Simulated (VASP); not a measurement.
Set up this calculation in VASP 6.6.1, as the native input.

```
Task                   : relaxation of cell and atoms
Functional             : PBE
Potentials or basis    : VASP PAW PBE potentials, release 64 (Ca_sv, C)
Cutoff                 : 600 eV
k mesh                 : 6 × 6 × 6
Occupations            : gaussian, width 0.1 eV
Spin                   : no spin polarisation
Dipole correction      : no
Further INCAR settings : ALGO = Normal; EDIFF = 1e-06; IBRION = 2; EDIFFG = -0.04; NSW = 90; ISIF = 3
```

The structure of CaC3 lies in POSCAR:

```
CaC3
1.0
   -1.7887596191      1.7887596191      3.9956708376
    1.7887596191     -1.7887596191      3.9956708376
    1.7887596191      1.7887596191     -3.9956708376
Ca C
1 3
Direct
    0.0000000000      0.0000000000      0.0000000000
    0.5000000000      0.5000000000      0.0000000000
    0.2500000000      0.7500000000      0.5000000000
    0.7500000000      0.2500000000      0.5000000000
```

These files were run (other wordings do the same):

INCAR

```
PREC = Accurate ; ENCUT = 600
EDIFF = 1E-6 ; ISMEAR = 0
SIGMA = 0.1 ; LREAL = False
LASPH = True ; NELM = 80
ALGO = Normal ; ISIF = 3
LWAVE = False ; LCHARG = False
GGA = PE ; IBRION = 2
NSW = 90 ; EDIFFG = -0.04
```

KPOINTS

```
regular mesh
0
Gamma
  6 6 6
```

Potentials or basis: VASP PAW PBE potentials, release 64 (Ca_sv, C).

Run with:

```sh
$ cat potpaw_PBE.64/Ca_sv/POTCAR potpaw_PBE.64/C/POTCAR > POTCAR
$ mpirun -np 1 vasp_std > vasp.out
```

It gave:

| Item | Value |
| --- | --- |
| Relaxed volume | 11.05 Å³/atom |
| Relaxed cell | a = 4.369 Å, b = 4.369 Å, c = 4.369 Å, α = 132.70°, β = 132.70°, γ = 69.13° |
| Space group after relaxing (to 0.1 Å) | I4/mmm (No. 139) |
| Energy gained by relaxing | 87.3 meV/atom |
| Ionic steps | 8 |
| Pressure after relaxing | -0.2 GPa |
| Band gap on the k mesh | zero (bands 11 and 12 overlap by 2.02 eV) |

It took 7.8 min on 1 thread of Intel Xeon 8259CL (shared host), peak memory 0.26 GiB.
